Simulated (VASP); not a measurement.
# BN (F-43m) in VASP: a series of runs, part 2 of 2

VASP 6.6.1. The steps go on from the part before.

### 3 Relaxation of cell and atoms, PBEsol

This run uses another cell than the first one, of 4.79 Å³/atom, 0.818 times its volume.

File INCAR:

```
SYSTEM = BN
  ALGO = Normal
  EDIFF = 1E-7
  EDIFFG = -0.01
  ENCUT = 600
  GGA = PS
  IBRION = 2
  ISIF = 3
  ISMEAR = -1
  LASPH = .TRUE.
  LCHARG = .FALSE.
  LREAL = .FALSE.
  LWAVE = .FALSE.
  NELM = 100
  NSW = 100
  PREC = Accurate
  SIGMA = 0.03
```

File KPOINTS:

```
k-points
0
G
  10 10 10
  0 0 0
```

File POSCAR:

```
BN
1.0
    0.0000000000      1.6858627860      1.6858627860
    1.6858627860      0.0000000000      1.6858627860
    1.6858627860      1.6858627860      0.0000000000
B N
1 1
Direct
    0.0000000000      0.0000000000      0.0000000000
    0.2500000000      0.2500000000      0.2500000000
```

Potentials or basis: VASP PAW PBE potentials, release 64 (B, N).

Run with:

```
$ cat potpaw_PBE.64/B/POTCAR potpaw_PBE.64/N/POTCAR > POTCAR
$ mpirun -np 1 vasp_std > vasp.out
```

OUTCAR:

```text
SYSTEM = BN
   EDIFF = 1E-7
   EDIFFG = -0.01
   ENCUT = 600
   GGA = PS
   IBRION = 2
   ISIF = 3
   ISMEAR = -1
   LASPH = .TRUE.
   LREAL = .FALSE.
   NELM = 100
   NSW = 100
   PREC = Accurate

 ion  position               nearest neighbor table
   1  0.000  0.000  0.000-   2 1.46   2 1.46   2 1.46   2 1.46
   2  0.250  0.250  0.250-   1 1.46   1 1.46   1 1.46   1 1.46

  LATTYP: Found a face centered cubic cell.
 ALAT       =     3.3717255720

  Lattice vectors:

 A1 = (   0.0000000000,   1.6858627860,   1.6858627860)
 A2 = (   1.6858627860,   0.0000000000,   1.6858627860)
 A3 = (   1.6858627860,   1.6858627860,   0.0000000000)

Analysis of symmetry for initial positions (statically):
=====================================================================
 Subroutine PRICEL returns:
 Original cell was already a primitive cell.

 Routine SETGRP: Setting up the symmetry group for a
 face centered cubic supercell.

 Subroutine GETGRP returns: Found 24 space group operations
 (whereof 24 operations were pure point group operations)
 out of a pool of 48 trial point group operations.

The static configuration has the point symmetry T_d .

Analysis of symmetry for dynamics (positions and initial velocities):
=====================================================================
 Subroutine PRICEL returns:
 Original cell was already a primitive cell.

 Routine SETGRP: Setting up the symmetry group for a
 face centered cubic supercell.

 Subroutine GETGRP returns: Found 24 space group operations
 (whereof 24 operations were pure point group operations)
 out of a pool of 48 trial point group operations.

The dynamic configuration has the point symmetry T_d .

 Subroutine INISYM returns: Found 24 space group operations
 (whereof 24 operations are pure point group operations),
 and found     1 'primitive' translations

----------------------------------------------------------------------------------------

                                     Primitive cell

  volume of cell :       9.5829

  direct lattice vectors                    reciprocal lattice vectors
[... 107 lines left out ...]
     AMIX_MAG =   1.60;   BMIX_MAG =  1.00
  volume/ion in A,a.u.               =       4.79        32.33
  Fermi-wavevector in a.u.,A,eV,Ry     =   1.541485  2.912984 32.329832  2.376176
  Thomas-Fermi vector in A             =   2.647424
   LORBIT       =      0    0 simple, 1 ext, 2 COOP (PROOUT), +10 PAW based schemes
   GGA     = PS    functional components
   LHFCALC =     F    Hartree Fock is set to
   AEXX    =    0.0000 exact exchange contribution
   IVDW    =     0    specifies the selected vdW correction
   LEPSILON=     F    determine dielectric tensor
   LRPA    =     F    only Hartree local field effects (RPA)
 conjugate gradient relaxation of ions
 non-spin polarized calculation
  energy-cutoff  :      600.00
  volume of cell :        9.58
 maximum number of plane-waves:       332
   NGX =  9   NGY =  9   NGZ =  9

--------------------------------------- Ionic step        1  -------------------------------------------

 number of electron       7.9999999 magnetization

 Free energy of the ion-electron system (eV)
  ---------------------------------------------------
  ext. energy  EPLUGINS =         0.00000000
  ---------------------------------------------------
  free energy    TOTEN  =       -17.69555608 eV

  energy without entropy =      -17.69555608  energy(sigma->0) =      -17.69555608

 E-fermi :  10.8553     XC(G=0): -14.0666

 val. band max:       10.1668992705   @ k =   0.0000   0.0000   0.0000
 cond. band min:      14.6378358898   @ k =   0.5000   0.5000   0.0000
 fundamental gap:      4.4709366193
 Fermi energy:        10.8553023175

 k-point     1 :       0.0000    0.0000    0.0000
  band No.  band energies     occupation
      1     -12.6724      2.00000
      2      10.1669      2.00000
      3      10.1669      2.00000
      4      10.1669      2.00000
      5      19.9119      0.00000
      6      19.9119      0.00000
      7      19.9119      0.00000
      8      24.0244      0.00000
[... 354 lines left out ...]
  FREE ENERGIE OF THE ION-ELECTRON SYSTEM (eV)
  ---------------------------------------------------
  free  energy   TOTEN  =       -18.3431403493 eV

  energy  without entropy=      -18.3431403493  energy(sigma->0) =      -18.34314035

[... ionic steps 4 to 15 ...]

--------------------------------------- Ionic step       16  -------------------------------------------

 number of electron       7.9999999 magnetization

------------------------ aborting loop because EDIFF is reached ----------------------------------------
[... 67 lines left out ...]
--------------------------------------- Ionic step       18  -------------------------------------------

 number of electron       7.9999999 magnetization

 Free energy of the ion-electron system (eV)
  ---------------------------------------------------
  ext. energy  EPLUGINS =         0.00000000
  ---------------------------------------------------
  free energy    TOTEN  =       -18.34452403 eV

  energy without entropy =      -18.34452403  energy(sigma->0) =      -18.34452403

 E-fermi :   8.0926     XC(G=0): -13.0474

 val. band max:        7.4417752718   @ k =   0.0000   0.0000   0.0000
 cond. band min:      11.7250705507   @ k =   0.5000   0.5000   0.0000
 fundamental gap:      4.2832952789
 Fermi energy:         8.0926292427

 k-point     1 :       0.0000    0.0000    0.0000
  band No.  band energies     occupation
      1     -12.8843      2.00000
      2       7.4418      2.00000
      3       7.4418      2.00000
      4       7.4418      2.00000
      5      16.2334      0.00000
      6      16.2334      0.00000
      7      16.2334      0.00000
      8      17.8126      0.00000
[... 282 lines left out ...]
  FREE ENERGIE OF THE ION-ELECTRON SYSTEM (eV)
  ---------------------------------------------------
  free  energy   TOTEN  =       -18.3445240311 eV

  energy  without entropy=      -18.3445240311  energy(sigma->0) =      -18.34452403

 reached required accuracy - stopping structural energy minimisation
```

Wall time 33 s (1 thread of Intel Xeon Platinum 8259CL at 2.50GHz (Skylake/Cascade Lake), shared host); peak memory 0.12 GiB.

What came out:

| Quantity | Value |
| --- | --- |
| Free energy | -18.3445 eV |
| Relaxed volume | 5.87 Å³/atom |
| Relaxed cell | a = 2.551 Å, b = 2.551 Å, c = 2.551 Å, α = 60.00°, β = 60.00°, γ = 60.00° |
| Space group after relaxing (to 0.05 Å) | F-43m (No. 216) |
| Energy gained by relaxing | 324.5 meV/atom |
| Ionic steps | 18 |
| Pressure after relaxing | 0.1 GPa |
| Band gap on the k mesh | 4.28 eV, indirect (least direct gap 8.79 eV) |

The path:
```tsv
step	energy change (eV)	largest force (eV/Å)	pressure (GPa)	volume (Å³)
1	0.0000	0.0000	112.80	9.58
2	0.1252	0.0000	-61.82	15.06
3	-0.6476	0.0000	-3.76	11.85
4	-0.6489	0.0000	-0.67	11.76
5	-0.6489	0.0000	0.85	11.71
6	-0.6489	0.0000	0.84	11.71
7	-0.6489	0.0000	0.80	11.71
8	-0.6489	0.0000	0.79	11.71
9	-0.6489	0.0000	0.79	11.71
10	-0.6489	0.0000	0.79	11.71
11	-0.6489	0.0000	0.79	11.71
12	-0.6489	0.0000	0.78	11.71
13	-0.6489	0.0000	0.78	11.71
14	-0.6489	0.0000	0.76	11.72
15	-0.6489	0.0000	0.71	11.72
16	-0.6489	0.0000	0.62	11.72
17	-0.6490	0.0000	0.44	11.72
18	-0.6490	0.0000	0.09	11.74
```

Final structure:
```
B N
1.0
     0.00000    1.80365    1.80365
     1.80365    0.00000    1.80365
     1.80365    1.80365    0.00000
B N
1 1
Direct
  0.00000 0.00000 0.00000
  0.25000 0.25000 0.25000
```

Caveat: the volume moved by over 15 % at a fixed basis, so the end points are rough; the PAW data sets were made with another functional, which shifts forces and pressure a little.

### 4 Single point, r2SCAN+rVV10

File POSCAR:

```
BN
1.0
    0.0000000000      1.8034296699      1.8034296699
    1.8034296699      0.0000000000      1.8034296699
    1.8034296699      1.8034296699      0.0000000000
B N
1 1
Direct
    0.0000000000      0.0000000000      0.0000000000
    0.2500000000      0.2500000000      0.2500000000
```

File INCAR.step1:

```
PREC = Accurate
ENCUT = 520
ISMEAR = -1
SIGMA = 0.03
LREAL = F
LASPH = T
NELM = 100
NBANDS = 11
GGA = PE
ALGO = Normal
EDIFF = 1E-4
LWAVE = T
LCHARG = F
```

File INCAR.step2:

```
PREC = Accurate
ENCUT = 520
EDIFF = 1E-6
ISMEAR = -1
SIGMA = 0.03
LREAL = F
LASPH = T
NELM = 100
ALGO = Normal
ISIF = 2
LWAVE = F
LCHARG = F
METAGGA = R2SCAN
LMIXTAU = T
LUSE_VDW = T
IVDW_NL = 2
BPARAM = 11.95
CPARAM = 0.0093
NBANDS = 11
ISTART = 1
```

File KPOINTS:

```
regular mesh
0
Gamma
  14 14 14
```

Potentials or basis: VASP PAW PBE potentials, release 64 (B, N).

Run with:

```
$ cat potpaw_PBE.64/B/POTCAR potpaw_PBE.64/N/POTCAR > POTCAR
$ cp INCAR.step1 INCAR
$ mpirun -np 1 vasp_std > vasp.out
$ cp INCAR.step2 INCAR
$ mpirun -np 1 vasp_std > vasp.out
```

OUTCAR:

```text
PREC = Accurate
   ENCUT = 520
   EDIFF = 1E-6
   ISMEAR = -1
   LREAL = F
   LASPH = T
   NELM = 100
   ISIF = 2
   METAGGA = R2SCAN
   IVDW_NL = 2
   BPARAM = 11.95
   ISTART = 1

 ion  position               nearest neighbor table
   1  0.000  0.000  0.000-   2 1.56   2 1.56   2 1.56   2 1.56
   2  0.250  0.250  0.250-   1 1.56   1 1.56   1 1.56   1 1.56

  LATTYP: Found a face centered cubic cell.
 ALAT       =     3.6068593398

  Lattice vectors:

 A1 = (   0.0000000000,   1.8034296699,   1.8034296699)
 A2 = (   1.8034296699,   0.0000000000,   1.8034296699)
 A3 = (   1.8034296699,   1.8034296699,   0.0000000000)

Analysis of symmetry for initial positions (statically):
=====================================================================
 Subroutine PRICEL returns:
 Original cell was already a primitive cell.

 Routine SETGRP: Setting up the symmetry group for a
 face centered cubic supercell.

 Subroutine GETGRP returns: Found 24 space group operations
 (whereof 24 operations were pure point group operations)
 out of a pool of 48 trial point group operations.

The static configuration has the point symmetry T_d .

[... 165 lines left out ...]
 fundamental gap:      4.9403627175
 Fermi energy:         7.8773876286

 k-point     1 :       0.0000    0.0000    0.0000
  band No.  band energies     occupation
      1     -14.0543      2.00000
      2       7.3297      2.00000
      3       7.3297      2.00000
      4       7.3297      2.00000
      5      16.8799      0.00000
      6      16.8799      0.00000
      7      16.8799      0.00000
      8      18.4728      0.00000
      9      33.5324      0.00000
     10      36.1420      0.00000
     11      36.1420      0.00000
[... 309 lines left out ...]
 k-point    24 :       0.2857    0.1429    0.0000
  band No.  band energies     occupation
      1     -12.2177      2.00000
      2       2.0294      2.00000
      3       4.8779      2.00000
      4       5.3778      2.00000
      5      16.2662      0.00000
      6      19.8660      0.00000
      7      20.4207      0.00000
      8      21.0657      0.00000
      9      27.7792      0.00000
     10      35.1554      0.00000
     11      35.9557      0.00000

 [... further k-points ...]
[... 5 lines left out ...]
  --------------------------------------------------------------------------------------
  -------------------------------------------------------------------------------------
  Total        0.0850044      0.0850044      0.0850044     -0.0000000      0.0000000      0.0000000
  in kB       11.6097904     11.6097904     11.6097904     -0.0000000      0.0000000      0.0000000
  external PRESSURE =      11.6097904 kB  Pullay stress =       0.0000000 kB

 VOLUME and BASIS-vectors are now :
 -----------------------------------------------------------------------------
  energy-cutoff  :      520.00
  volume of cell :       11.73
      direct lattice vectors                 reciprocal lattice vectors
     0.000000000  1.803429670  1.803429670    -0.277249514  0.277249514  0.277249514
     1.803429670  0.000000000  1.803429670     0.277249514 -0.277249514  0.277249514
     1.803429670  1.803429670  0.000000000     0.277249514  0.277249514 -0.277249514

 POSITION                                       TOTAL-FORCE (eV/Angst)
 -----------------------------------------------------------------------------------
      0.00000      0.00000      0.00000        -0.000000     -0.000000     -0.000000
      0.90171      0.90171      0.90171         0.000000      0.000000      0.000000
 -----------------------------------------------------------------------------------
    total drift:                                0.000000      0.000000      0.000000

  FREE ENERGIE OF THE ION-ELECTRON SYSTEM (eV)
  ---------------------------------------------------
  free  energy   TOTEN  =       -19.0721509214 eV

  energy  without entropy=      -19.0721509214  energy(sigma->0) =      -19.07215092
```

OSZICAR.step1:

```text
N       E                     dE             d eps       ncg     rms          rms(c)
DAV:   1     0.108233877596E+02    0.10823E+02   -0.50148E+03  2352   0.727E+02
DAV:   2    -0.179188682507E+02   -0.28742E+02   -0.27822E+02  2753   0.166E+02
DAV:   3    -0.184224960972E+02   -0.50363E+00   -0.50284E+00  2699   0.188E+01
DAV:   4    -0.184230632423E+02   -0.56715E-03   -0.56714E-03  2471   0.708E-01
DAV:   5    -0.184230637767E+02   -0.53441E-06   -0.53437E-06  2461   0.212E-02    0.674E+00
DAV:   6    -0.175358057802E+02    0.88726E+00   -0.29241E+00  2396   0.991E+00    0.329E+00
DAV:   7    -0.174616206993E+02    0.74185E-01   -0.10706E-01  2582   0.269E+00    0.193E+00
DAV:   8    -0.174471008247E+02    0.14520E-01   -0.35835E-02  2545   0.138E+00    0.196E-01
DAV:   9    -0.174472845135E+02   -0.18369E-03   -0.95187E-04  2420   0.259E-01    0.842E-02
DAV:  10    -0.174473707842E+02   -0.86271E-04   -0.12090E-04  2504   0.939E-02
   1 F= -.17447371E+02 E0= -.17447371E+02  d E =-.218458E-11
```

Run time: 64 s. Hardware: 1 thread of Intel Xeon Platinum 8259CL at 2.50GHz (Skylake/Cascade Lake), shared host; peak memory 0.18 GiB.

What came out:

| Quantity | Value |
| --- | --- |
| Free energy | -19.0722 eV |
| Pressure | 1.2 GPa |
| Band gap on the k mesh | 4.94 eV, indirect (least direct gap 9.55 eV) |

Caveat: the PAW data sets were made with another functional, which shifts forces and pressure a little.

### 5 The runs side by side

| task | level | cell | k mesh | cutoff (eV) | gap on the mesh (eV) | pressure (GPa) |
| --- | --- | --- | --- | --- | --- | --- |
| single point | PBEsol | a = 2.550 Å, angles 60.0°, 2 atoms | 10 × 10 × 10 | 520 | 4.28 | 0.6 |
| relaxation of cell and atoms | PBEsol | relaxed from a = 2.384 Å, angles 60.0°, 2 atoms | 10 × 10 × 10 | 600 | 4.28 | 0.1 |
| single point | r2SCAN+rVV10 | a = 2.550 Å, angles 60.0°, 2 atoms | 14 × 14 × 14 | 520 | 4.94 | 1.2 |

Alike in all rows: potentials or basis VASP PAW PBE potentials, release 64 (B, N); no spin polarisation; smearing fermi-dirac 0.03 eV.

Caveats: the PAW data sets were made with another functional, which shifts forces and pressure a little; the volume moved by over 15 % at a fixed basis, so the end points are rough (some runs).

Total energies depend on the potentials used, so only differences within one code and one set of settings carry meaning.
